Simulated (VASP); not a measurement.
# Cs2SnI6 (Fm-3m) in VASP: notebook

Runs on Cs2SnI6. Level: PBE. Tasks: single point.

Program: VASP 6.6.1. These are calculated values, not measurements. Logs are shortened: lines on timing, memory, paths and dates and some standing lists are left out, and cuts for length are marked.

## 1. The cell of the first run

It takes space group Fm-3m (No. 225, cubic). Conventional cell: a = 11.796 Å, b = 11.796 Å, c = 11.796 Å, α = 90.00°, β = 90.00°, γ = 90.00°. Within 5.5 Å of Cs (site symmetry -43m) lie 12 I at 4.17 Å and 4 Sn at 5.11 Å. Sn (site symmetry m-3m) has 6 I at 2.85 Å within 3.8 Å. I (site symmetry 4mm) has 1 Sn at 2.85 Å within 3.8 Å.

## 2. Single point, PBE (45.60 Å³/atom)

INCAR reads:

```
SYSTEM = Cs2SnI6
PREC = Accurate
ENCUT = 500
EDIFF = 1E-6
ISMEAR = 0
SIGMA = 0.01
LREAL = .FALSE.
LASPH = .TRUE.
NELM = 120
ALGO = Normal
ISIF = 2
LWAVE = .FALSE.
LCHARG = .FALSE.
GGA = PE
NBANDS = 47
GGA_COMPAT = .FALSE.
```

KPOINTS reads:

```
Automatic mesh
0
G
  4 4 4
  0 0 0
```

POSCAR reads:

```
Cs2SnI6
1.0
    0.0000000000      5.8981728416      5.8981728416
    5.8981728416      0.0000000000      5.8981728416
    5.8981728416      5.8981728416      0.0000000000
Cs Sn I
2 1 6
Direct
    0.2500000000      0.2500000000      0.2500000000
    0.7500000000      0.7500000000      0.7500000000
    0.0000000000      0.0000000000      0.0000000000
    0.2416514971      0.7583485029      0.7583485029
    0.2416514971      0.7583485029      0.2416514971
    0.7583485029      0.2416514971      0.7583485029
    0.7583485029      0.2416514971      0.2416514971
    0.7583485029      0.7583485029      0.2416514971
    0.2416514971      0.2416514971      0.7583485029
```

Potentials or basis: VASP PAW PBE potentials, release 64 (Cs_sv, Sn_d, I).

The run is started by

```bash
cat potpaw_PBE.64/Cs_sv/POTCAR potpaw_PBE.64/Sn_d/POTCAR potpaw_PBE.64/I/POTCAR > POTCAR
mpirun -np 1 vasp_std > vasp.out
```

OUTCAR:

```text
SYSTEM = Cs2SnI6
   PREC = Accurate
   ENCUT = 500
   EDIFF = 1E-6
   ISMEAR = 0
   LREAL = .FALSE.
   LASPH = .TRUE.
   NELM = 120
   ISIF = 2
   GGA = PE

 ion  position               nearest neighbor table
   1  0.250  0.250  0.250-
   2  0.750  0.750  0.750-
   3  0.000  0.000  0.000-   4 2.85   5 2.85   6 2.85   7 2.85   8 2.85   9 2.85
   4  0.242  0.758  0.758-   3 2.85
   5  0.242  0.758  0.242-   3 2.85
   6  0.758  0.242  0.758-   3 2.85
   7  0.758  0.242  0.242-   3 2.85
   8  0.758  0.758  0.242-   3 2.85
   9  0.242  0.242  0.758-   3 2.85

  LATTYP: Found a face centered cubic cell.
 ALAT       =    11.7963456832

  Lattice vectors:

 A1 = (   0.0000000000,   5.8981728416,   5.8981728416)
 A2 = (   5.8981728416,   0.0000000000,   5.8981728416)
 A3 = (   5.8981728416,   5.8981728416,   0.0000000000)

Analysis of symmetry for initial positions (statically):
=====================================================================
 Subroutine PRICEL returns:
 Original cell was already a primitive cell.

 Routine SETGRP: Setting up the symmetry group for a
 face centered cubic supercell.

 Subroutine GETGRP returns: Found 48 space group operations
 (whereof 48 operations were pure point group operations)
 out of a pool of 48 trial point group operations.

The static configuration has the point symmetry O_h .

Analysis of symmetry for dynamics (positions and initial velocities):
=====================================================================
 Subroutine PRICEL returns:
 Original cell was already a primitive cell.

 Routine SETGRP: Setting up the symmetry group for a
 face centered cubic supercell.

 Subroutine GETGRP returns: Found 48 space group operations
 (whereof 48 operations were pure point group operations)
 out of a pool of 48 trial point group operations.

The dynamic configuration has the point symmetry O_h .

 Subroutine INISYM returns: Found 48 space group operations
 (whereof 48 operations are pure point group operations),
 and found     1 'primitive' translations

----------------------------------------------------------------------------------------

                                     Primitive cell

  volume of cell :     410.3765

  direct lattice vectors                    reciprocal lattice vectors
     0.000000000  5.898172842  5.898172842    -0.084772016  0.084772016  0.084772016
     5.898172842  0.000000000  5.898172842     0.084772016 -0.084772016  0.084772016
     5.898172842  5.898172842  0.000000000     0.084772016  0.084772016 -0.084772016

  length of vectors
     8.341276026  8.341276026  8.341276026     0.146829438  0.146829438  0.146829438

  position of ions in fractional coordinates (direct lattice)
     0.250000000  0.250000000  0.250000000
     0.750000000  0.750000000  0.750000000
     0.000000000  0.000000000  0.000000000
     0.241651497  0.758348503  0.758348503
     0.241651497  0.758348503  0.241651497
     0.758348503  0.241651497  0.758348503
     0.758348503  0.241651497  0.241651497
     0.758348503  0.758348503  0.241651497
     0.241651497  0.241651497  0.758348503

  ion indices of the primitive-cell ions
   primitive index   ion index
                 1           1
                 2           2
                 3           3
                 4           4
                 5           5
                 6           6
                 7           7
                 8           8
                 9           9

----------------------------------------------------------------------------------------

 KPOINTS: Automatic mesh

Automatic generation of k-mesh.
 Grid dimensions read from file:
 generate k-points for:    4    4    4

 Generating k-lattice:

  Cartesian coordinates                     Fractional coordinates (reciprocal lattice)
    -0.021193004  0.021193004  0.021193004     0.250000000  0.000000000  0.000000000
     0.021193004 -0.021193004  0.021193004     0.000000000  0.250000000  0.000000000
     0.021193004  0.021193004 -0.021193004     0.000000000  0.000000000  0.250000000

  Length of vectors
     0.036707360  0.036707360  0.036707360

  Shift w.r.t. Gamma in fractional coordinates (k-lattice)
     0.000000000  0.000000000  0.000000000

 Subroutine IBZKPT returns following result:
 ===========================================

 Found      8 irreducible k-points:

 Following reciprocal coordinates:
            Coordinates               Weight
  0.000000  0.000000  0.000000      1.000000
  0.250000  0.000000  0.000000      8.000000
  0.500000  0.000000  0.000000      4.000000
  0.250000  0.250000  0.000000      6.000000
  0.500000  0.250000  0.000000     24.000000
 -0.250000  0.250000  0.000000     12.000000
  0.500000  0.500000  0.000000      3.000000
 -0.250000  0.500000  0.250000      6.000000
   k-points           NKPTS =      8   k-points in BZ     NKDIM =      8   number of bands    NBANDS=     47
   number of dos      NEDOS =    301   number of ions     NIONS =      9
   total plane-waves  NPLWV = 262144
   dimension x,y,z NGX =    64 NGY =   64 NGZ =   64
   dimension x,y,z NGXF=   128 NGYF=  128 NGZF=  128
   ions per type =               2   1   6
   NGX,Y,Z   is equivalent  to a cutoff of  12.76, 12.76, 12.76 a.u.
   NGXF,Y,Z  is equivalent  to a cutoff of  25.51, 25.51, 25.51 a.u.
 SYSTEM =  Cs2SnI6
   PREC   = accura    normal or accurate (medium, high low for compatibility)
   ISTART =      0    job   : 0-new  1-cont  2-samecut
   ICHARG =      2    charge: 1-file 2-atom 10-const
   ISPIN  =      1    spin polarized calculation?
   LNONCOLLINEAR =      F non collinear calculations
   LSORBIT =      F    spin-orbit coupling
   LASPH  =      T    aspherical Exc in radial PAW
   ENCUT  =  500.0 eV  36.75 Ry    6.06 a.u.  15.21 15.21 15.21*2*pi/ulx,y,z
   NELM   =    120;   NELMIN=  2; NELMDL= -5     # of ELM steps
   EDIFF  = 0.1E-05   stopping-criterion for ELM
   LREAL  =      F    real-space projection
   EDIFFG = 0.1E-04   stopping-criterion for IOM
   NSW    =      0    number of steps for IOM
   IBRION =     -1    ionic relax: 0-MD 1-quasi-New 2-CG
   NFREE  =      0    steps in history (QN), initial steepest desc. (CG)
   ISIF   =      2    stress and relaxation
   ISYM   =      2    0-nonsym 1-usesym 2-fastsym
   POTIM  = 0.5000    time-step for ionic-motion
   TEBEG  =    0.0;   TEEND  =   0.0 temperature during run
   PSTRESS=    0.0 pullay stress
   NELECT =      74.0000    total number of electrons
   NUPDOWN=      -1.0000    fix difference up-down
   EMIN   =  10.00;   EMAX   =-10.00  energy-range for DOS
   EFERMI =   0.00;   METHOD = LEGACY
   ISMEAR =     0;   SIGMA  =   0.01  broadening in eV -4-tet -1-fermi 0-gaus
   EFERMI_NEDOS =   21; number of points for ismear=-14 and -15
   IALGO  =     38    algorithm
   IMIX   =      4    mixing-type and parameters
     AMIX     =   0.40;   BMIX     =  1.00
     AMIX_MAG =   1.60;   BMIX_MAG =  1.00
  volume/ion in A,a.u.               =      45.60       307.71
  Fermi-wavevector in a.u.,A,eV,Ry     =   0.924892  1.747793 11.638778  0.855426
  Thomas-Fermi vector in A             =   2.050688
   LORBIT       =      0    0 simple, 1 ext, 2 COOP (PROOUT), +10 PAW based schemes
   GGA     = PE    functional components
   LHFCALC =     F    Hartree Fock is set to
   AEXX    =    0.0000 exact exchange contribution
   IVDW    =     0    specifies the selected vdW correction
   LEPSILON=     F    determine dielectric tensor
   LRPA    =     F    only Hartree local field effects (RPA)
 non-spin polarized calculation
 Gauss-broadening in eV      SIGMA  =   0.01
  energy-cutoff  :      500.00
  volume of cell :      410.38
 maximum number of plane-waves:     10478
 NGX is ok and might be reduce to    64
   NGX = 31   NGY = 31   NGZ = 31

 number of electron      73.9999995 magnetization

 Free energy of the ion-electron system (eV)
  ---------------------------------------------------
  ext. energy  EPLUGINS =         0.00000000
  ---------------------------------------------------
  free energy    TOTEN  =       -22.88743905 eV

  energy without entropy =      -22.88743905  energy(sigma->0) =      -22.88743905

 E-fermi :   1.6351     XC(G=0):  -7.7470

 val. band max:        1.5807057207   @ k =   0.0000   0.0000   0.0000
 cond. band min:       1.9236118985   @ k =   0.0000   0.0000   0.0000
 fundamental gap:      0.3429061778
 Fermi energy:         1.6350972716

 k-point     1 :       0.0000    0.0000    0.0000
  band No.  band energies     occupation
      1     -19.8124      2.00000
      2     -19.8124      2.00000
      3     -19.7551      2.00000
      4     -19.7551      2.00000
      5     -19.7551      2.00000
      6     -18.8756      2.00000
[... 39 lines left out ...]
     46       6.7489      0.00000
     47       6.7489      0.00000

 k-point     2 :       0.2500    0.0000    0.0000
  band No.  band energies     occupation
      1     -19.8124      2.00000
      2     -19.8124      2.00000
      3     -19.7551      2.00000
      4     -19.7551      2.00000
      5     -19.7551      2.00000
      6     -18.8751      2.00000
[... 39 lines left out ...]
     46       7.1341      0.00000
     47       7.2125      0.00000

 k-point     3 :       0.5000    0.0000    0.0000
  band No.  band energies     occupation
      1     -19.8124      2.00000
      2     -19.8124      2.00000
      3     -19.7551      2.00000
      4     -19.7551      2.00000
      5     -19.7551      2.00000
      6     -18.8740      2.00000
[... 239 lines left out ...]
     46       7.6508      0.00000
     47       7.8291      0.00000

 k-point     8 :      -0.2500    0.5000    0.2500
  band No.  band energies     occupation
      1     -19.8124      2.00000
      2     -19.8124      2.00000
      3     -19.7551      2.00000
      4     -19.7551      2.00000
      5     -19.7551      2.00000
      6     -18.8740      2.00000
[... 39 lines left out ...]
     46       7.7248      0.00000
     47       7.8011      0.00000

------------------------ aborting loop because EDIFF is reached ----------------------------------------

  FORCE on cell =-STRESS in cart. coord.  units (eV):
  Direction    XX          YY          ZZ          XY          YZ          ZX
  --------------------------------------------------------------------------------------
  -------------------------------------------------------------------------------------
  Total        3.0708421      3.0708421      3.0708421      0.0000000      0.0000000     -0.0000000
  in kB       11.9890724     11.9890724     11.9890724      0.0000000      0.0000000     -0.0000000
  external PRESSURE =      11.9890724 kB  Pullay stress =       0.0000000 kB

 VOLUME and BASIS-vectors are now :
 -----------------------------------------------------------------------------
  energy-cutoff  :      500.00
  volume of cell :      410.38
      direct lattice vectors                 reciprocal lattice vectors
     0.000000000  5.898172842  5.898172842    -0.084772016  0.084772016  0.084772016
     5.898172842  0.000000000  5.898172842     0.084772016 -0.084772016  0.084772016
     5.898172842  5.898172842  0.000000000     0.084772016  0.084772016 -0.084772016

 POSITION                                       TOTAL-FORCE (eV/Angst)
 -----------------------------------------------------------------------------------
      2.94909      2.94909      2.94909         0.000000     -0.000000      0.000000
      8.84726      8.84726      8.84726        -0.000000     -0.000000     -0.000000
      0.00000      0.00000      0.00000         0.000000     -0.000000      0.000000
      8.94574      5.89817      5.89817        -0.353259     -0.000000      0.000000
      5.89817      2.85060      5.89817         0.000000      0.353259      0.000000
      5.89817      8.94574      5.89817         0.000000     -0.353259      0.000000
      2.85060      5.89817      5.89817         0.353259     -0.000000      0.000000
      5.89817      5.89817      8.94574         0.000000     -0.000000     -0.353259
      5.89817      5.89817      2.85060         0.000000     -0.000000      0.353259
 -----------------------------------------------------------------------------------
    total drift:                                0.000000      0.000000      0.000000

  FREE ENERGIE OF THE ION-ELECTRON SYSTEM (eV)
  ---------------------------------------------------
  free  energy   TOTEN  =       -22.8874390537 eV

  energy  without entropy=      -22.8874390537  energy(sigma->0) =      -22.88743905
```

Run time: 9.6 min. Hardware: 1 thread of Intel Xeon 8259CL, shared host; peak memory 0.65 GiB.

Results:

| Item | Value |
| --- | --- |
| Free energy | -22.8874 eV |
| Pressure | 1.2 GPa |
| Largest force | 0.353 eV/Å |
| Band gap on the k mesh | 0.34 eV |

Forces in eV/Å, atoms in the order of the input:
```
Cs   0.000  0.000  0.000
Cs   0.000  0.000  0.000
Sn   0.000  0.000  0.000
I   -0.353  0.000  0.000
I    0.000  0.353  0.000
I    0.000 -0.353  0.000
I    0.353  0.000  0.000
I    0.000  0.000 -0.353
I    0.000  0.000  0.353
```

Caveat: spin-orbit coupling is left out, which moves the levels of the heavy elements. A k mesh can miss the band edges.

## 3. Single point, PBE

This run uses another cell than the first one, of 46.11 Å³/atom.

INCAR reads:

```
SYSTEM = Cs2SnI6
PREC = Accurate
ENCUT = 500
EDIFF = 1E-6
ISMEAR = 0
SIGMA = 0.01
LREAL = .False.
LASPH = .True.
NELM = 120
ALGO = Normal
ISIF = 2
LWAVE = .False.
LCHARG = .False.
GGA = PE
NBANDS = 47
GGA_COMPAT = .False.
```

KPOINTS reads:

```
Automatic mesh
0
Gamma
  4 4 4
  0 0 0
```

POSCAR reads:

```
Cs2SnI6
1.0
    0.0000000000      5.9203882949      5.9203882949
    5.9203882949      0.0000000000      5.9203882949
    5.9203882949      5.9203882949      0.0000000000
Cs Sn I
2 1 6
Direct
    0.2500000000      0.2500000000      0.2500000000
    0.7500000000      0.7500000000      0.7500000000
    0.0000000000      0.0000000000      0.0000000000
    0.2436476537      0.7563523463      0.7563523463
    0.2436476537      0.7563523463      0.2436476537
    0.7563523463      0.2436476537      0.7563523463
    0.7563523463      0.2436476537      0.2436476537
    0.7563523463      0.7563523463      0.2436476537
    0.2436476537      0.2436476537      0.7563523463
```

Potentials or basis: VASP PAW PBE potentials, release 64 (Cs_sv, Sn_d, I).

The run is started by

```bash
cat potpaw_PBE.64/Cs_sv/POTCAR potpaw_PBE.64/Sn_d/POTCAR potpaw_PBE.64/I/POTCAR > POTCAR
mpirun -np 1 vasp_std > vasp.out
```

Run time: 8.2 min. Hardware: 1 thread of Intel Xeon 8259CL, shared host; peak memory 0.65 GiB.

The run converged. Its results:

| Item | Value |
| --- | --- |
| Free energy | -22.9470 eV |
| Pressure | 0.6 GPa |
| Largest force | 0.116 eV/Å |
| Band gap on the k mesh | 0.21 eV |

Forces in eV/Å, atoms in the order of the input:
```
Cs   0.000  0.000  0.000
Cs   0.000  0.000  0.000
Sn   0.000  0.000  0.000
I   -0.116  0.000  0.000
I    0.000  0.116  0.000
I    0.000 -0.116  0.000
I    0.116  0.000  0.000
I    0.000  0.000 -0.116
I    0.000  0.000  0.116
```

Levels at points of the mesh, in eV from the valence-band top:
| k point | band 35 | band 36 | band 37 | band 38 | band 39 | band 40 |
| --- | --- | --- | --- | --- | --- | --- |
| (0.00, 0.00, 0.00) | 0.00 | 0.00 | 0.00 | 0.21 | 4.03 | 4.03 |
| (0.50, 0.00, 0.00) | -0.33 | -0.27 | -0.27 | 1.09 | 3.53 | 5.03 |
| (0.50, 0.50, 0.00) | -0.65 | -0.61 | -0.03 | 1.38 | 4.51 | 4.51 |

Caveat: spin-orbit coupling is left out, which moves the levels of the heavy elements. A k mesh can miss the band edges.

## 4. Single point, PBE (47.05 Å³/atom)

This run uses another cell than the first one, of 47.05 Å³/atom.

INCAR reads:

```
SYSTEM = Cs2SnI6
  PREC = Accurate
  ENCUT = 500
  EDIFF = 1E-6
  ISMEAR = 0
  SIGMA = 0.01
  LREAL = .FALSE.
  LASPH = .TRUE.
  NELM = 120
  ALGO = Normal
  ISIF = 2
  LWAVE = .FALSE.
  LCHARG = .FALSE.
  GGA = PE
  NBANDS = 47
  GGA_COMPAT = .FALSE.
```

KPOINTS reads:

```
regular mesh
0
G
  4 4 4
  0 0 0
```

POSCAR reads:

```
Cs2SnI6
1.0
    0.0000000000      5.9602634343      5.9602634343
    5.9602634343      0.0000000000      5.9602634343
    5.9602634343      5.9602634343      0.0000000000
Cs Sn I
2 1 6
Direct
    0.2500000000      0.2500000000      0.2500000000
    0.7500000000      0.7500000000      0.7500000000
    0.0000000000      0.0000000000      0.0000000000
    0.2416514971      0.7583485029      0.7583485029
    0.2416514971      0.7583485029      0.2416514971
    0.7583485029      0.2416514971      0.7583485029
    0.7583485029      0.2416514971      0.2416514971
    0.7583485029      0.7583485029      0.2416514971
    0.2416514971      0.2416514971      0.7583485029
```

The run is started by

```bash
cat potpaw_PBE.64/Cs_sv/POTCAR potpaw_PBE.64/Sn_d/POTCAR potpaw_PBE.64/I/POTCAR > POTCAR
mpirun -np 1 vasp_std > vasp.out
```

Wall time 10 min (1 thread of Intel Xeon 8259CL, shared host); peak memory 0.64 GiB.

Results (log left out):

```
Free energy            : -22.9589 eV
Pressure               : 0.6 GPa
Largest force          : 0.166 eV/Å
Band gap on the k mesh : 0.30 eV
```

Forces on the atoms (eV/Å):
```
Cs   0.000  0.000  0.000
Cs   0.000  0.000  0.000
Sn   0.000  0.000  0.000
I   -0.166  0.000  0.000
I    0.000  0.166  0.000
I    0.000 -0.166  0.000
I    0.166  0.000  0.000
I    0.000  0.000 -0.166
I    0.000  0.000  0.166
```

Levels at points of the mesh, in eV from the valence-band top:
```tsv
k point	band 35	band 36	band 37	band 38	band 39	band 40
(0.00, 0.00, 0.00)	0.00	0.00	0.00	0.30	4.06	4.07
(0.50, 0.00, 0.00)	-0.30	-0.26	-0.26	1.13	3.59	5.04
(0.50, 0.50, 0.00)	-0.64	-0.62	-0.02	1.40	4.54	4.54
```

Caveat: spin-orbit coupling is left out, which moves the levels of the heavy elements. A k mesh can miss the band edges.

## 5. The runs side by side

| cell | gap on the mesh (eV) | pressure (GPa) | largest force (eV/Å) |
| --- | --- | --- | --- |
| a = 8.341 Å, angles 60.0°, 9 atoms, atomic positions A | 0.34 | 1.2 | 0.35 |
| a = 8.373 Å, angles 60.0°, 9 atoms, atomic positions B | 0.21 | 0.6 | 0.12 |
| a = 8.429 Å, angles 60.0°, 9 atoms, atomic positions A | 0.30 | 0.6 | 0.17 |

Alike in all rows: task single point; level PBE; potentials or basis VASP PAW PBE potentials, release 64 (Cs_sv, Sn_d, I); no spin polarisation; k mesh 4 × 4 × 4; cutoff (eV) 500; smearing gaussian 0.01 eV.

Caveats: spin-orbit coupling is left out, which moves the levels of the heavy elements.

Total energies depend on the potentials used, so only differences within one code and one set of settings carry meaning.
